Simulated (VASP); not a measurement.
Write the native input for VASP 6.6.1 that does the following.

```yaml
Task: single point
Functional: PBE
Potentials_or_basis: VASP PAW PBE potentials, release 64 (In_d, P)
Cutoff: 520 eV
k_mesh: 12 × 12 × 12
Occupations: gaussian, width 0.05 eV
Spin: no spin polarisation
Dipole_correction: no
Further_INCAR_settings: ALGO = Normal; EDIFF = 1e-07; NBANDS = 16
```

The structure of InP lies in POSCAR:

```
InP
1.0
    0.0000000000      3.0208616679      2.9000272012
    3.0208616679      0.0000000000      2.9000272012
    3.0208616679      3.0208616679      0.0000000000
In P
1 1
Direct
    0.0000000000      0.0000000000      0.0000000000
    0.7500000000      0.7500000000      0.7500000000
```

This cell differs from its parent crystal: ratio of the length along z to the lengths across it x 0.96, volume and fractional coordinates fixed.

The input as run:

INCAR

```
SYSTEM = InP
PREC = Accurate
ENCUT = 520
EDIFF = 1E-7
ISMEAR = 0
SIGMA = 0.05
LREAL = .False.
LASPH = .True.
NELM = 100
ALGO = Normal
ISIF = 2
LWAVE = .False.
LCHARG = .False.
GGA = PE
NBANDS = 16
```

KPOINTS

```
regular mesh
0
Gamma
  12 12 12
  0 0 0
```

Potentials or basis: VASP PAW PBE potentials, release 64 (In_d, P).

Run with:

```sh
$ cat potpaw_PBE.64/In_d/POTCAR potpaw_PBE.64/P/POTCAR > POTCAR
$ mpirun -np 1 vasp_std > vasp.out
```

It gave:

```
Pressure               : -0.1 GPa
Band gap on the k mesh : 0.32 eV, direct
```

Caveat: spin-orbit coupling is left out, which moves the levels of the heavy elements.

Wall time 96 s on 1 thread of Intel(R) Xeon(R) Platinum 8259CL CPU @ 2.50GHz (Skylake/Cascade Lake) (shared host), peak memory 0.27 GiB.
